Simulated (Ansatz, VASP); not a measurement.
**Two plane-wave programs on BiTe**

File INCAR:

```
  ALGO = Normal
  EDIFF = 1E-6
  ENCUT = 520
  GGA = PS
  ISIF = 2
  ISMEAR = 0
  LASPH = True
  LCHARG = True
  LELF = True
  LREAL = False
  LVHAR = True
  LWAVE = False
  NBANDS = 29
  NELM = 100
  PREC = Accurate
  SIGMA = 0.1
```

KPOINTS

```
k-points
0
Gamma
  12 12 8
```

The input POSCAR:

```
BiTe
1.0
    3.3410257518      3.3410257518      0.0000000000
   -3.3410257518      3.3410257518      0.0000000000
    0.0000000000      0.0000000000      6.6820515036
Bi Te
2 2
Direct
    0.0000000000      0.0000000000      0.0000000000
    0.5000000000      0.5000000000      0.5000000000
    0.5000000000      0.5000000000      0.0000000000
    0.0000000000      0.0000000000      0.5000000000
```

Input for Ansatz:

```yaml
crystal:
  lattice:
    - [3.3410257518, 3.3410257518, 0.0]
    - [-3.3410257518, 3.3410257518, 0.0]
    - [0.0, 0.0, 6.6820515036]
  atoms:
    - { symbol: Bi, position: [0.0, 0.0, 0.0] }
    - { symbol: Bi, position: [0.5, 0.5, 0.5] }
    - { symbol: Te, position: [0.5, 0.5, 0.0] }
    - { symbol: Te, position: [0.0, 0.0, 0.5] }
basis:
  ecutwfc: 420
kpoints:
  mp_grid: { grid: [12, 12, 8] }
hamiltonian:
  xc: pbesol
scf:
  occupations: { method: gaussian, width: 0.1 }
output:
  forces: true
  stress: true
  eigenvalues: true
```

Change from the starting cell: equal strain along all axes, cell held, atoms relaxed: +4.5 %.

Alike in both runs: task single point; functional PBEsol; k mesh 12 × 12 × 8; occupations gaussian, width 0.1 eV; no spin polarisation.

|  | VASP | Ansatz |
| --- | --- | --- |
| version | VASP 6.6.1 | Ansatz 0.2.0 |
| potentials or method | VASP PAW PBE potentials, release 64 (Bi_d, Te), cutoff 520 eV | scalar-relativistic, plane waves, PAW |
| valence electrons in the cell | 42 | 62 |

|  | VASP | Ansatz | Ansatz less VASP |
| --- | --- | --- | --- |
| gap on the k mesh at the Fermi level (eV) | none | none | - |
| pressure (GPa) | -5.3 | -5.3 | +0.03 |

VASP's potentials were made for PBE, not for PBEsol. A gap of «none» marks a metal or a gap that the smearing closes. VASP's potentials hold 42 valence electrons a cell and Ansatz's 62, so a difference there can come from the potentials and not from the codes.

Spin-orbit coupling is off throughout.
